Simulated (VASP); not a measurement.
Pd: single point with LDA

Crystal: Pd.

```
Pd
1.0
     2.69936    0.00000    0.00000
    -1.34968    2.33771    0.00000
     0.00000    0.00000    4.51145
Pd
2
Direct
  0.33333 0.66667 0.25000
  0.66667 0.33333 0.75000
```

```
Program                : VASP 6.6.1
Task                   : single point
Functional             : LDA
Potentials or basis    : VASP PAW LDA potentials, release 64 (Pd)
Cutoff                 : 520 eV
k mesh                 : 22 × 22 × 12
Occupations            : fermi-dirac, width 0.1 eV
Spin                   : no spin polarisation
Dipole correction      : no
Further INCAR settings : ALGO = Normal; EDIFF = 1e-06; NBANDS = 17
```

```yaml
Pressure: 0.3 GPa
Band_gap_on_the_k_mesh: zero (band 10 reaches 10.47 eV, above the bottom of band 11 at 9.48 eV)
```

Stress tensor (GPa, compression positive):
```
 0.52  0.00  0.00
 0.00  0.52  0.00
 0.00  0.00 -0.15
```

Levels at points of the mesh, in eV from the Fermi level:
| k point | band 7 | band 8 | band 9 | band 10 | band 11 | band 12 | band 13 | band 14 |
| --- | --- | --- | --- | --- | --- | --- | --- | --- |
| (0.00, 0.00, 0.00) | -2.58 | -1.80 | -1.80 | -0.27 | -0.27 | 0.63 | 7.15 | 17.14 |
| (0.50, 0.00, 0.00) | -1.96 | 0.01 | 0.02 | 0.23 | 2.63 | 4.66 | 9.80 | 10.08 |
| (0.00, 0.00, 0.50) | -3.00 | -3.00 | -0.77 | -0.77 | -0.77 | -0.77 | 14.24 | 14.24 |
| (0.50, 0.00, 0.50) | -0.56 | -0.56 | 0.14 | 0.14 | 2.57 | 2.57 | 8.50 | 8.50 |

Run time: 45 s on 1 thread of Intel(R) Xeon(R) 6975P-C (Granite Rapids), on a shared host, peak memory 0.24 GiB.
